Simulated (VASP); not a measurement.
# Ca (R-3m) in VASP: single point with LDA

Aim: the single point of Ca with LDA.

Everything below comes from runs of VASP 6.6.1. Logs are shortened: lines on timing, memory, paths and dates and some standing lists are left out, and cuts for length are marked.

### Step 1. The cell of the first run

It takes space group R-3m (No. 166, trigonal). The conventional cell has a = 4.135 Å, b = 4.135 Å, c = 20.205 Å, α = 90.00°, β = 90.00°, γ = 120.00°. Within 5.4 Å of Ca (site symmetry -3m) lie 6 Ca at 4.13 Å.

### Step 2. Single point, LDA

INCAR reads:

```
ALGO     = Normal         # electronic algorithm
EDIFF    = 1E-6           # SCF threshold, eV
ENCUT    = 520            # plane-wave cutoff, eV
ISIF     = 2              # what is computed and relaxed
ISMEAR   = -1             # smearing method
LASPH    = True           # aspherical terms in the spheres
LCHARG   = False          # write CHGCAR
LREAL    = False          # projectors in reciprocal space
LWAVE    = False          # write WAVECAR
NBANDS   = 11             # bands
NELM     = 80             # most SCF steps
PREC     = Accurate       # precision mode
SIGMA    = 0.1            # smearing width, eV
```

KPOINTS reads:

```
k-points
0
Gamma
  8 8 8
```

POSCAR reads:

```
Ca
1.0
    2.0673740000      1.1935990000      6.7349910000
   -2.0673740000      1.1935990000      6.7349910000
    0.0000000000     -2.3871980000      6.7349910000
Ca
1
Direct
    0.0000000000      0.0000000000      0.0000000000
```

Potentials or basis: VASP PAW LDA potentials, release 64 (Ca_sv).

Run with:

```sh
> cat potpaw_LDA.64/Ca_sv/POTCAR > POTCAR
> mpirun -np 1 vasp_std > vasp.out
```

OUTCAR:

```text
EDIFF = 1E-6
   ENCUT = 520
   ISIF = 2
   ISMEAR = -1
   LASPH = True
   LREAL = False
   NELM = 80
   PREC = Accurate

 ion  position               nearest neighbor table
   1  0.000  0.000  0.000-

  LATTYP: Found a trigonal (rhomboedric) cell.
 ALAT       =     7.1455452975
 COS(alpha) =     0.8325838402

  Lattice vectors:

 A1 = (   2.0673740000,   1.1935990000,   6.7349910000)
 A2 = (  -2.0673740000,   1.1935990000,   6.7349910000)
 A3 = (   0.0000000000,  -2.3871980000,   6.7349910000)

Analysis of symmetry for initial positions (statically):
=====================================================================
 Subroutine PRICEL returns:
 Original cell was already a primitive cell.

 Routine SETGRP: Setting up the symmetry group for a
 trigonal (rhombohedral) supercell.

 Subroutine GETGRP returns: Found 12 space group operations
 (whereof 12 operations were pure point group operations)
 out of a pool of 12 trial point group operations.

The static configuration has the point symmetry D_3d.

Analysis of symmetry for dynamics (positions and initial velocities):
=====================================================================
 Subroutine PRICEL returns:
 Original cell was already a primitive cell.

 Routine SETGRP: Setting up the symmetry group for a
 trigonal (rhombohedral) supercell.

 Subroutine GETGRP returns: Found 12 space group operations
 (whereof 12 operations were pure point group operations)
 out of a pool of 12 trial point group operations.

The dynamic configuration has the point symmetry D_3d.

 Subroutine INISYM returns: Found 12 space group operations
 (whereof 12 operations are pure point group operations),
 and found     1 'primitive' translations

----------------------------------------------------------------------------------------

                                     Primitive cell

  volume of cell :      99.7162

  direct lattice vectors                    reciprocal lattice vectors
     2.067374000  1.193599000  6.734991000     0.241852708  0.139633718  0.049492766
    -2.067374000  1.193599000  6.734991000    -0.241852708  0.139633718  0.049492766
     0.000000000 -2.387198000  6.734991000     0.000000000 -0.279267437  0.049492766

  length of vectors
     7.145545298  7.145545298  7.145545330     0.283619184  0.283619184  0.283619173

  position of ions in fractional coordinates (direct lattice)
     0.000000000  0.000000000  0.000000000

  ion indices of the primitive-cell ions
   primitive index   ion index
                 1           1

----------------------------------------------------------------------------------------

 KPOINTS: k-points

Automatic generation of k-mesh.
 Grid dimensions read from file:
 generate k-points for:    8    8    8

 Generating k-lattice:

  Cartesian coordinates                     Fractional coordinates (reciprocal lattice)
     0.030231588  0.017454215  0.006186596     0.125000000  0.000000000  0.000000000
    -0.030231588  0.017454215  0.006186596     0.000000000  0.125000000  0.000000000
     0.000000000 -0.034908430  0.006186596     0.000000000  0.000000000  0.125000000

  Length of vectors
     0.035452398  0.035452398  0.035452397

  Shift w.r.t. Gamma in fractional coordinates (k-lattice)
     0.000000000  0.000000000  0.000000000

 Subroutine IBZKPT returns following result:
 ===========================================

 Found     65 irreducible k-points:

 Following reciprocal coordinates:
            Coordinates               Weight
  0.000000  0.000000  0.000000      1.000000
  0.125000  0.000000 -0.000000      6.000000
  0.250000  0.000000 -0.000000      6.000000
  0.375000 -0.000000 -0.000000      6.000000
  0.500000  0.000000 -0.000000      3.000000
  0.125000  0.125000 -0.000000      6.000000
[... 16 lines left out ...]
  0.250000  0.125000  0.125000      6.000000
  0.375000  0.125000  0.125000      6.000000
 [... further k-points ...]
   k-points           NKPTS =     65   k-points in BZ     NKDIM =     65   number of bands    NBANDS=     11
   number of dos      NEDOS =    301   number of ions     NIONS =      1
   total plane-waves  NPLWV = 157464
   dimension x,y,z NGX =    54 NGY =   54 NGZ =   54
   dimension x,y,z NGXF=   108 NGYF=  108 NGZF=  108
   ions per type =               1
   NGX,Y,Z   is equivalent  to a cutoff of  12.56, 12.56, 12.56 a.u.
   NGXF,Y,Z  is equivalent  to a cutoff of  25.13, 25.13, 25.13 a.u.
 SYSTEM =  unknown system
   PREC   = accura    normal or accurate (medium, high low for compatibility)
   ISTART =      0    job   : 0-new  1-cont  2-samecut
   ICHARG =      2    charge: 1-file 2-atom 10-const
   ISPIN  =      1    spin polarized calculation?
   LNONCOLLINEAR =      F non collinear calculations
   LSORBIT =      F    spin-orbit coupling
   LASPH  =      T    aspherical Exc in radial PAW
   ENCUT  =  520.0 eV  38.22 Ry    6.18 a.u.  13.29 13.29 13.29*2*pi/ulx,y,z
   NELM   =     80;   NELMIN=  2; NELMDL= -5     # of ELM steps
   EDIFF  = 0.1E-05   stopping-criterion for ELM
   LREAL  =      F    real-space projection
   EDIFFG = 0.1E-04   stopping-criterion for IOM
   NSW    =      0    number of steps for IOM
   IBRION =     -1    ionic relax: 0-MD 1-quasi-New 2-CG
   NFREE  =      0    steps in history (QN), initial steepest desc. (CG)
   ISIF   =      2    stress and relaxation
   ISYM   =      2    0-nonsym 1-usesym 2-fastsym
   POTIM  = 0.5000    time-step for ionic-motion
   TEBEG  =    0.0;   TEEND  =   0.0 temperature during run
   PSTRESS=    0.0 pullay stress
   NELECT =      10.0000    total number of electrons
   NUPDOWN=      -1.0000    fix difference up-down
   EMIN   =  10.00;   EMAX   =-10.00  energy-range for DOS
   EFERMI =   0.00;   METHOD = LEGACY
   ISMEAR =    -1;   SIGMA  =   0.10  broadening in eV -4-tet -1-fermi 0-gaus
   EFERMI_NEDOS =   21; number of points for ismear=-14 and -15
   IALGO  =     38    algorithm
   IMIX   =      4    mixing-type and parameters
     AMIX     =   0.40;   BMIX     =  1.00
     AMIX_MAG =   1.60;   BMIX_MAG =  1.00
  volume/ion in A,a.u.               =      99.72       672.92
  Fermi-wavevector in a.u.,A,eV,Ry     =   0.760594  1.437314  7.871015  0.578503
  Thomas-Fermi vector in A             =   1.859646
   LORBIT       =      0    0 simple, 1 ext, 2 COOP (PROOUT), +10 PAW based schemes
   GGA     = CA    functional components
   LHFCALC =     F    Hartree Fock is set to
   AEXX    =    0.0000 exact exchange contribution
   IVDW    =     0    specifies the selected vdW correction
   LEPSILON=     F    determine dielectric tensor
   LRPA    =     F    only Hartree local field effects (RPA)
 non-spin polarized calculation
  energy-cutoff  :      520.00
  volume of cell :       99.72
 maximum number of plane-waves:      2713
 NGX is ok and might be reduce to    54
   NGX = 27   NGY = 27   NGZ = 27

 number of electron      10.0000000 magnetization

 number of electron       9.9999999 magnetization

 Free energy of the ion-electron system (eV)
  ---------------------------------------------------
  ext. energy  EPLUGINS =         0.00000000
  ---------------------------------------------------
  free energy    TOTEN  =        -1.28243568 eV

  energy without entropy =       -1.24170418  energy(sigma->0) =       -1.26206993

 E-fermi :  -0.6154     XC(G=0):  -5.2318

 val. band max:       -0.6392056624   @ k =  -0.3750   0.5000   0.3750
 cond. band min:      -0.6129746759   @ k =   0.2500   0.2500   0.2500
 fundamental gap:      0.0262309865
 Fermi energy:        -0.6153503252

 k-point     1 :       0.0000    0.0000    0.0000
  band No.  band energies     occupation
      1     -43.3357      2.00000
      2     -24.6913      2.00000
      3     -24.4965      2.00000
      4     -24.4965      2.00000
      5      -3.4981      2.00000
      6      -0.0819      0.00960
      7       0.3385      0.00014
      8       0.9743      0.00000
      9       0.9743      0.00000
     10       1.6621      0.00000
     11       1.6621      0.00000

 k-point     2 :       0.1250    0.0000   -0.0000
  band No.  band energies     occupation
      1     -43.3351      2.00000
      2     -24.6903      2.00000
      3     -24.5046      2.00000
      4     -24.4985      2.00000
      5      -3.2845      2.00000
      6       0.0069      0.00396
      7       0.3283      0.00016
      8       0.8037      0.00000
      9       1.1107      0.00000
     10       1.6226      0.00000
     11       1.8147      0.00000

 k-point     3 :       0.2500    0.0000   -0.0000
  band No.  band energies     occupation
      1     -43.3337      2.00000
      2     -24.6880      2.00000
      3     -24.5241      2.00000
      4     -24.5033      2.00000
      5      -2.6699      2.00000
      6       0.1046      0.00149
      7       0.3736      0.00010
      8       0.5251      0.00002
      9       1.4858      0.00000
     10       1.5296      0.00000
     11       2.1382      0.00000

 k-point     4 :       0.3750   -0.0000   -0.0000
  band No.  band energies     occupation
      1     -43.3322      2.00000
      2     -24.6856      2.00000
      3     -24.5435      2.00000
      4     -24.5082      2.00000
      5      -1.7597      1.99998
      6      -0.0138      0.00487
      7       0.1167      0.00132
      8       0.7533      0.00000
      9       1.4397      0.00000
     10       1.9654      0.00000
     11       2.4384      0.00000
[... 239 lines left out ...]
 k-point    22 :       0.1250    0.1250    0.1250
  band No.  band energies     occupation
      1     -43.3357      2.00000
      2     -24.6913      2.00000
      3     -24.4965      2.00000
      4     -24.4965      2.00000
      5      -3.4758      2.00000
      6      -0.2837      0.07005
      7       0.4427      0.00005
      8       0.9742      0.00000
      9       0.9742      0.00000
     10       1.6626      0.00000
     11       1.6626      0.00000

 k-point    23 :       0.2500    0.1250    0.1250
  band No.  band energies     occupation
      1     -43.3351      2.00000
      2     -24.6903      2.00000
      3     -24.5046      2.00000
      4     -24.4985      2.00000
      5      -3.2479      2.00000
      6      -0.2904      0.07471
      7       0.5006      0.00003
      8       0.8028      0.00000
      9       1.1108      0.00000
     10       1.6220      0.00000
     11       1.7407      0.00000

 k-point    24 :       0.3750    0.1250    0.1250
  band No.  band energies     occupation
      1     -43.3337      2.00000
      2     -24.6880      2.00000
      3     -24.5241      2.00000
      4     -24.5033      2.00000
      5      -2.6195      2.00000
      6      -0.1594      0.02071
      7       0.4070      0.00007
      8       0.6556      0.00001
      9       1.4858      0.00000
     10       1.5291      0.00000
     11       1.8854      0.00000

 [... further k-points ...]

------------------------ aborting loop because EDIFF is reached ----------------------------------------

  FORCE on cell =-STRESS in cart. coord.  units (eV):
  Direction    XX          YY          ZZ          XY          YZ          ZX
  --------------------------------------------------------------------------------------
  -------------------------------------------------------------------------------------
  Total       -1.2357266     -1.2357267     -0.3529305      0.0000000      0.0000000      0.0000000
  in kB      -19.8548775    -19.8548796     -5.6706659      0.0000000      0.0000000      0.0000000
  external PRESSURE =     -15.1268077 kB  Pullay stress =       0.0000000 kB

 VOLUME and BASIS-vectors are now :
 -----------------------------------------------------------------------------
  energy-cutoff  :      520.00
  volume of cell :       99.72
      direct lattice vectors                 reciprocal lattice vectors
     2.067374000  1.193599000  6.734991000     0.241852708  0.139633718  0.049492766
    -2.067374000  1.193599000  6.734991000    -0.241852708  0.139633718  0.049492766
     0.000000000 -2.387198000  6.734991000     0.000000000 -0.279267437  0.049492766

 POSITION                                       TOTAL-FORCE (eV/Angst)
 -----------------------------------------------------------------------------------
      0.00000      0.00000      0.00000        -0.000000     -0.000000      0.000000
 -----------------------------------------------------------------------------------
    total drift:                                0.000000      0.000000     -0.000000

  FREE ENERGIE OF THE ION-ELECTRON SYSTEM (eV)
  ---------------------------------------------------
  free  energy   TOTEN  =        -1.2824356834 eV

  energy  without entropy=       -1.2417041811  energy(sigma->0) =       -1.26206993
```

Run time: 4.3 min. Hardware: 1 thread of Intel Xeon 8259CL, shared host; peak memory 0.33 GiB.

What came out:

* Free energy: -1.2824 eV
* Pressure: -1.5 GPa
* Band gap on the k mesh: zero (bands 5 and 6 overlap by 0.54 eV)

Levels at points of the mesh, in eV from the Fermi level:
| k point | band 2 | band 3 | band 4 | band 5 | band 6 | band 7 | band 8 | band 9 |
| --- | --- | --- | --- | --- | --- | --- | --- | --- |
| (0.00, 0.00, 0.00) | -24.08 | -23.88 | -23.88 | -2.88 | 0.53 | 0.95 | 1.59 | 1.59 |
| (0.50, 0.00, 0.00) | -24.07 | -23.94 | -23.89 | -0.43 | 0.26 | 0.72 | 1.38 | 2.02 |
| (0.50, 0.50, 0.00) | -24.07 | -23.94 | -23.89 | -0.38 | 0.35 | 0.62 | 1.51 | 2.04 |
| (0.50, 0.50, 0.50) | -24.08 | -23.88 | -23.88 | -2.71 | -0.36 | 1.23 | 1.59 | 1.59 |
